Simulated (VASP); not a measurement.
# Cd2Se3S (P-4m2) in VASP: a series of runs

The runs below take Cd2Se3S through single point, relaxation of cell and atoms, with PBE.

All numbers are computed with VASP 6.6.1; they aren't measurements. Logs are shortened: lines on timing, memory, paths and dates and some standing lists are left out, and cuts for length are marked.

## 1. The cell of the first run

The structure is tetragonal, space group P-4m2 (No. 115). Conventional cell: a = 3.783 Å, b = 3.783 Å, c = 11.407 Å, α = 90.00°, β = 90.00°, γ = 90.00°. Within 3.6 Å of Cd (site symmetry 2mm) lie 5 Se at 2.74 to 2.84 Å and 4 Cd at 3.49 Å. Within 3.5 Å of Se (site symmetry -4m2) lie 4 S at 2.68 Å. Within 3.6 Å of Se (site symmetry 2mm) lie 5 Cd at 2.74 to 2.84 Å. S (site symmetry -4m2) has 4 Se at 2.68 Å within 3.5 Å.

The cell was built from a structure type or drawn by symmetry, and may not be a known phase.

## 2. Single point, PBE

INCAR

```
SYSTEM = Cd2Se3S
  ALGO = Normal
  EDIFF = 1E-6
  ENCUT = 520
  GGA = PE
  ISIF = 2
  ISMEAR = 0
  LASPH = .TRUE.
  LCHARG = .TRUE.
  LELF = .TRUE.
  LREAL = .FALSE.
  LVHAR = .TRUE.
  LWAVE = .FALSE.
  NBANDS = 33
  NELM = 60
  PREC = Accurate
  SIGMA = 0.1
```

KPOINTS

```
k-points
0
G
  6 6 2
  0 0 0
```

POSCAR

```
Cd2Se3S
1.0
    3.7831731009      0.0000000000      0.0000000000
    0.0000000000      3.7831731009      0.0000000000
    0.0000000000      0.0000000000     11.4074728167
Cd Se S
2 3 1
Direct
    0.0000000000      0.5000000000      0.5984628945
    0.5000000000      0.0000000000      0.4015371055
    0.5000000000      0.5000000000      0.0000000000
    0.0000000000      0.5000000000      0.3498587230
    0.5000000000      0.0000000000      0.6501412770
    0.0000000000      0.0000000000      0.0000000000
```

Potentials or basis: VASP PAW PBE potentials, release 64 (Cd, Se, S).

Launch:

```sh
$ cat potpaw_PBE.64/Cd/POTCAR potpaw_PBE.64/Se/POTCAR potpaw_PBE.64/S/POTCAR > POTCAR
$ mpirun -np 1 vasp_std > vasp.out
```

OUTCAR:

```text
SYSTEM = Cd2Se3S
   EDIFF = 1E-6
   ENCUT = 520
   GGA = PE
   ISIF = 2
   ISMEAR = 0
   LASPH = .TRUE.
   LREAL = .FALSE.
   NELM = 60
   PREC = Accurate

 ion  position               nearest neighbor table
   1  0.000  0.500  0.598-   5 2.74   5 2.74   5 2.74   5 2.74   4 2.84   2 3.49   2 3.49   2 3.49
                             2 3.49
   2  0.500  0.000  0.402-   4 2.74   4 2.74   4 2.74   4 2.74   5 2.84   1 3.49   1 3.49   1 3.49
                             1 3.49
   3  0.500  0.500  0.000-   6 2.68   6 2.68   6 2.68   6 2.68
   4  0.000  0.500  0.350-   2 2.74   2 2.74   2 2.74   2 2.74   1 2.84
   5  0.500  0.000  0.650-   1 2.74   1 2.74   1 2.74   1 2.74   2 2.84
   6  0.000  0.000  0.000-   3 2.68   3 2.68   3 2.68   3 2.68

  LATTYP: Found a simple tetragonal cell.
 ALAT       =     3.7831731009
 C/A-ratio  =     3.0153187582

  Lattice vectors:

 A1 = (   3.7831731009,   0.0000000000,   0.0000000000)
 A2 = (   0.0000000000,   3.7831731009,   0.0000000000)
 A3 = (   0.0000000000,   0.0000000000,  11.4074728167)

Analysis of symmetry for initial positions (statically):
=====================================================================
 Subroutine PRICEL returns:
 Original cell was already a primitive cell.

 Routine SETGRP: Setting up the symmetry group for a
 simple tetragonal supercell.

 Subroutine GETGRP returns: Found  8 space group operations
 (whereof  8 operations were pure point group operations)
 out of a pool of 16 trial point group operations.

The static configuration has the point symmetry D_2d.

Analysis of symmetry for dynamics (positions and initial velocities):
=====================================================================
 Subroutine PRICEL returns:
 Original cell was already a primitive cell.

 Routine SETGRP: Setting up the symmetry group for a
 simple tetragonal supercell.

 Subroutine GETGRP returns: Found  8 space group operations
 (whereof  8 operations were pure point group operations)
 out of a pool of 16 trial point group operations.

The dynamic configuration has the point symmetry D_2d.

 Subroutine INISYM returns: Found  8 space group operations
 (whereof  8 operations are pure point group operations),
 and found     1 'primitive' translations

----------------------------------------------------------------------------------------

                                     Primitive cell

  volume of cell :     163.2683

  direct lattice vectors                    reciprocal lattice vectors
     3.783173101  0.000000000  0.000000000     0.264328376  0.000000000  0.000000000
     0.000000000  3.783173101  0.000000000     0.000000000  0.264328376  0.000000000
     0.000000000  0.000000000 11.407472817     0.000000000  0.000000000  0.087661835

  length of vectors
     3.783173101  3.783173101 11.407472817     0.264328376  0.264328376  0.087661835

  position of ions in fractional coordinates (direct lattice)
     0.000000000  0.500000000  0.598462895
     0.500000000  0.000000000  0.401537105
     0.500000000  0.500000000  0.000000000
     0.000000000  0.500000000  0.349858723
     0.500000000  0.000000000  0.650141277
     0.000000000  0.000000000  0.000000000

  ion indices of the primitive-cell ions
   primitive index   ion index
                 1           1
                 2           2
                 3           3
                 4           4
                 5           5
                 6           6

----------------------------------------------------------------------------------------

 KPOINTS: k-points

Automatic generation of k-mesh.
 Grid dimensions read from file:
 generate k-points for:    6    6    2

 Generating k-lattice:

  Cartesian coordinates                     Fractional coordinates (reciprocal lattice)
     0.044054729  0.000000000  0.000000000     0.166666667  0.000000000  0.000000000
     0.000000000  0.044054729  0.000000000     0.000000000  0.166666667  0.000000000
     0.000000000  0.000000000  0.043830918     0.000000000  0.000000000  0.500000000

  Length of vectors
     0.044054729  0.044054729  0.043830918

  Shift w.r.t. Gamma in fractional coordinates (k-lattice)
     0.000000000  0.000000000  0.000000000

 Subroutine IBZKPT returns following result:
 ===========================================

 Found     20 irreducible k-points:

 Following reciprocal coordinates:
            Coordinates               Weight
  0.000000  0.000000  0.000000      1.000000
  0.166667  0.000000  0.000000      4.000000
  0.333333  0.000000  0.000000      4.000000
  0.500000  0.000000  0.000000      2.000000
  0.166667  0.166667  0.000000      4.000000
  0.333333  0.166667  0.000000      8.000000
[... 12 lines left out ...]
  0.500000  0.333333  0.500000      4.000000
  0.500000  0.500000  0.500000      1.000000
   k-points           NKPTS =     20   k-points in BZ     NKDIM =     20   number of bands    NBANDS=     33
   number of dos      NEDOS =    301   number of ions     NIONS =      6
   total plane-waves  NPLWV =  70560
   dimension x,y,z NGX =    28 NGY =   28 NGZ =   90
   dimension x,y,z NGXF=    56 NGYF=   56 NGZF=  180
   ions per type =               2   3   1
   NGX,Y,Z   is equivalent  to a cutoff of  12.30, 12.30, 13.12 a.u.
   NGXF,Y,Z  is equivalent  to a cutoff of  24.61, 24.61, 26.23 a.u.
 SYSTEM =  Cd2Se3S
   PREC   = accura    normal or accurate (medium, high low for compatibility)
   ISTART =      0    job   : 0-new  1-cont  2-samecut
   ICHARG =      2    charge: 1-file 2-atom 10-const
   ISPIN  =      1    spin polarized calculation?
   LNONCOLLINEAR =      F non collinear calculations
   LSORBIT =      F    spin-orbit coupling
   LASPH  =      T    aspherical Exc in radial PAW
   ENCUT  =  520.0 eV  38.22 Ry    6.18 a.u.   7.03  7.03 21.21*2*pi/ulx,y,z
   NELM   =     60;   NELMIN=  2; NELMDL= -5     # of ELM steps
   EDIFF  = 0.1E-05   stopping-criterion for ELM
   LREAL  =      F    real-space projection
   EDIFFG = 0.1E-04   stopping-criterion for IOM
   NSW    =      0    number of steps for IOM
   IBRION =     -1    ionic relax: 0-MD 1-quasi-New 2-CG
   NFREE  =      0    steps in history (QN), initial steepest desc. (CG)
   ISIF   =      2    stress and relaxation
   ISYM   =      2    0-nonsym 1-usesym 2-fastsym
   POTIM  = 0.5000    time-step for ionic-motion
   TEBEG  =    0.0;   TEEND  =   0.0 temperature during run
   PSTRESS=    0.0 pullay stress
   NELECT =      48.0000    total number of electrons
   NUPDOWN=      -1.0000    fix difference up-down
   EMIN   =  10.00;   EMAX   =-10.00  energy-range for DOS
   EFERMI =   0.00;   METHOD = LEGACY
   ISMEAR =     0;   SIGMA  =   0.10  broadening in eV -4-tet -1-fermi 0-gaus
   EFERMI_NEDOS =   21; number of points for ismear=-14 and -15
   IALGO  =     38    algorithm
   IMIX   =      4    mixing-type and parameters
     AMIX     =   0.40;   BMIX     =  1.00
     AMIX_MAG =   1.60;   BMIX_MAG =  1.00
  volume/ion in A,a.u.               =      27.21       183.63
  Fermi-wavevector in a.u.,A,eV,Ry     =   1.088566  2.057091 16.122566  1.184975
  Thomas-Fermi vector in A             =   2.224750
   LORBIT       =      0    0 simple, 1 ext, 2 COOP (PROOUT), +10 PAW based schemes
   GGA     = PE    functional components
   LHFCALC =     F    Hartree Fock is set to
   AEXX    =    0.0000 exact exchange contribution
   IVDW    =     0    specifies the selected vdW correction
   LEPSILON=     F    determine dielectric tensor
   LRPA    =     F    only Hartree local field effects (RPA)
 non-spin polarized calculation
 Gauss-broadening in eV      SIGMA  =   0.10
  energy-cutoff  :      520.00
  volume of cell :      163.27
 maximum number of plane-waves:      4426
   NGX = 15   NGY = 15   NGZ = 43

 number of electron      47.9999982 magnetization

 Free energy of the ion-electron system (eV)
  ---------------------------------------------------
  ext. energy  EPLUGINS =         0.00000000
  ---------------------------------------------------
  free energy    TOTEN  =       -16.64372803 eV

  energy without entropy =      -16.63189734  energy(sigma->0) =      -16.63781268

 E-fermi :   1.6986     XC(G=0):  -8.8644

 val. band max:        1.6081999299   @ k =   0.3333   0.1667   0.0000
 cond. band min:       1.7071448085   @ k =   0.5000   0.0000   0.5000
 fundamental gap:      0.0989448786
 Fermi energy:         1.6985663741

 k-point     1 :       0.0000    0.0000    0.0000
  band No.  band energies     occupation
      1     -12.7565      2.00000
      2     -11.7031      2.00000
      3     -11.3921      2.00000
      4      -7.5532      2.00000
      5      -6.9894      2.00000
      6      -6.7884      2.00000
[... 25 lines left out ...]
     32       7.9932      0.00000
     33       8.0408      0.00000

 k-point     2 :       0.1667    0.0000    0.0000
  band No.  band energies     occupation
      1     -12.5271      2.00000
      2     -11.5409      2.00000
      3     -11.2651      2.00000
      4      -8.1529      2.00000
      5      -6.9558      2.00000
      6      -6.8910      2.00000
[... 25 lines left out ...]
     32       7.8379      0.00000
     33       8.3332      0.00000

 k-point     3 :       0.3333    0.0000    0.0000
  band No.  band energies     occupation
      1     -11.8558      2.00000
      2     -11.1569      2.00000
      3     -10.9895      2.00000
      4      -9.4365      2.00000
      5      -7.0374      2.00000
      6      -6.9709      2.00000
[... 25 lines left out ...]
     32       8.3192      0.00000
     33       8.5345      0.00000

 k-point     4 :       0.5000    0.0000    0.0000
  band No.  band energies     occupation
      1     -10.9415      2.00000
      2     -10.8842      2.00000
      3     -10.8666      2.00000
      4     -10.6237      2.00000
      5      -7.0748      2.00000
      6      -7.0748      2.00000
[... 25 lines left out ...]
     32       7.6591      0.00000
     33       7.7655      0.00000

 k-point     5 :       0.1667    0.1667    0.0000
  band No.  band energies     occupation
      1     -12.3051      2.00000
      2     -11.4061      2.00000
      3     -11.1638      2.00000
      4      -8.5090      2.00000
      5      -6.9650      2.00000
      6      -6.9090      2.00000
[... 460 lines left out ...]
 k-point    18 :       0.3333    0.3333    0.5000
  band No.  band energies     occupation
      1     -11.1206      2.00000
      2     -10.9780      2.00000
      3     -10.8922      2.00000
      4      -9.7136      2.00000
      5      -6.9167      2.00000
      6      -6.8844      2.00000
[... 25 lines left out ...]
     32       8.5568      0.00000
     33       9.2584      0.00000

 k-point    19 :       0.5000    0.3333    0.5000
  band No.  band energies     occupation
      1     -10.8935      2.00000
      2     -10.8931      2.00000
      3     -10.5052      2.00000
      4     -10.2043      2.00000
      5      -6.8996      2.00000
      6      -6.8996      2.00000
[... 25 lines left out ...]
     32       8.0001      0.00000
     33       8.5774      0.00000

 k-point    20 :       0.5000    0.5000    0.5000
  band No.  band energies     occupation
      1     -10.8974      2.00000
      2     -10.8974      2.00000
      3     -10.3366      2.00000
      4     -10.0340      2.00000
      5      -6.9226      2.00000
      6      -6.9226      2.00000
[... 25 lines left out ...]
     32       7.6806      0.00000
     33       8.0401      0.00000

------------------------ aborting loop because EDIFF is reached ----------------------------------------

  FORCE on cell =-STRESS in cart. coord.  units (eV):
  Direction    XX          YY          ZZ          XY          YZ          ZX
  --------------------------------------------------------------------------------------
  -------------------------------------------------------------------------------------
  Total        0.5571696      0.5571696      0.2561880      0.0000000      0.0000000      0.0000000
  in kB        5.4675922      5.4675922      2.5140129      0.0000000      0.0000000      0.0000000
  external PRESSURE =       4.4830658 kB  Pullay stress =       0.0000000 kB

 VOLUME and BASIS-vectors are now :
 -----------------------------------------------------------------------------
  energy-cutoff  :      520.00
  volume of cell :      163.27
      direct lattice vectors                 reciprocal lattice vectors
     3.783173101  0.000000000  0.000000000     0.264328376  0.000000000  0.000000000
     0.000000000  3.783173101  0.000000000     0.000000000  0.264328376  0.000000000
     0.000000000  0.000000000 11.407472817     0.000000000  0.000000000  0.087661835

 POSITION                                       TOTAL-FORCE (eV/Angst)
 -----------------------------------------------------------------------------------
      0.00000      1.89159      6.82695         0.000000      0.000000     -0.004497
      1.89159      0.00000      4.58052        -0.000000      0.000000      0.004497
      1.89159      1.89159      0.00000         0.000000     -0.000000      0.000000
      0.00000      1.89159      3.99100         0.000000      0.000000     -0.062230
      1.89159      0.00000      7.41647         0.000000      0.000000      0.062230
      0.00000      0.00000      0.00000         0.000000      0.000000      0.000000
 -----------------------------------------------------------------------------------
    total drift:                                0.000000      0.000000      0.000000

  FREE ENERGIE OF THE ION-ELECTRON SYSTEM (eV)
  ---------------------------------------------------
  free  energy   TOTEN  =       -16.6437280307 eV

  energy  without entropy=      -16.6318973363  energy(sigma->0) =      -16.63781268
```

Run time: 50 s. Hardware: 1 thread of Intel Xeon 6975P-C (Granite Rapids), shared host; peak memory 0.3 GiB.

What came out:

- Free energy: -16.6437 eV
- Pressure: 0.4 GPa
- Largest force: 0.062 eV/Å
- Band gap on the k mesh: zero (bands 24 and 25 overlap by 0.78 eV)

Forces in eV/Å, atoms in the order of the input:
```
Cd   0.000  0.000 -0.004
Cd   0.000  0.000  0.004
Se   0.000  0.000  0.000
Se   0.000  0.000 -0.062
Se   0.000  0.000  0.062
S    0.000  0.000  0.000
```

Levels at points of the mesh, in eV from the Fermi level:
```
           k point  band 21  band 22  band 23  band 24  band 25  band 26  band 27  band 28
(0.00, 0.00, 0.00)    -1.13    -1.13    -1.03     0.54     0.74     1.06     3.30     3.30
(0.50, 0.00, 0.00)    -1.28    -1.07    -1.00    -0.69     0.01     0.01     3.22     3.25
(0.50, 0.50, 0.00)    -2.27    -2.27    -1.06    -0.73     0.29     0.29     4.72     4.72
(0.00, 0.00, 0.50)    -1.24    -1.13    -1.13     0.54     0.89     1.10     3.30     3.30
(0.50, 0.00, 0.50)    -1.11    -1.07    -1.00    -0.70     0.01     0.01     3.08     3.09
(0.50, 0.50, 0.50)    -2.26    -2.26    -1.07    -0.74     0.27     0.27     4.71     4.71
```

Caveat: semilocal functionals underestimate gaps, so a narrow gap can read as zero.

(Part 1 of 2 ends here.)
